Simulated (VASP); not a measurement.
Set up this calculation in VASP 6.6.1, as the native input.

- Task: single point
- Functional: PBEsol
- Potentials or basis: VASP PAW PBE potentials, release 64 (Ti_sv, N, C, O)
- Cutoff: 520 eV
- k mesh: 10 × 10 × 1
- Occupations: gaussian, width 0.1 eV
- Spin: no spin polarisation
- Dipole correction: yes
- Further INCAR settings: ALGO = Normal; EDIFF = 1e-06; NBANDS = 50

The structure of Ti4CN4O lies in POSCAR:

```
Ti4CN4O
1.0
    2.9726300472      0.0000000000      0.0000000000
    0.0000000000      2.9726300472      0.0000000000
    0.0000000000      0.0000000000     26.4559005930
Ti N C O
4 4 1 1
Direct
    0.5000000000      0.5000000000      0.3212893838
    0.0000000000      0.0000000000      0.4007411060
    0.5000500464      0.4999499536      0.4820911294
    0.0000959307     -0.0000959307      0.5604830268
    0.0000000000      0.0000000000      0.3212893838
    0.5000000000      0.5000000000      0.4007411060
    0.0000486848     -0.0000486848      0.4804610383
    0.5000987572      0.4999012428      0.5594174755
    0.0006685655      0.9993314345      0.6412278984
    0.0011202754      0.9988797246      0.6844855797
```

The input as run:

INCAR

```
PREC = Accurate
ENCUT = 520
EDIFF = 1E-6
ISMEAR = 0
SIGMA = 0.1
LREAL = False
LASPH = True
NELM = 100
ALGO = Normal
ISIF = 2
LWAVE = False
LCHARG = False
LDIPOL = True
IDIPOL = 3
DIPOL = 0.5 0.5 0.485
GGA = PS
NBANDS = 50
```

KPOINTS

```
Automatic mesh
0
Gamma
  10 10 1
```

Potentials or basis: VASP PAW PBE potentials, release 64 (Ti_sv, N, C, O).

Run with:

```sh
$ cat potpaw_PBE.64/Ti_sv/POTCAR potpaw_PBE.64/N/POTCAR potpaw_PBE.64/C/POTCAR potpaw_PBE.64/O/POTCAR > POTCAR
$ mpirun -np 1 vasp_std > vasp.out
```

Results of the run:

```yaml
Largest_force: 2.011 eV/Å
Band_gap_on_the_k_mesh: zero (bands 39 and 40 overlap by 2.34 eV)
```

Caveat: the PAW data sets were made with another functional, which shifts forces and pressure a little.

Wall time 25 min on 1 thread of Intel Xeon 8259CL, on a shared host, peak memory 0.52 GiB.
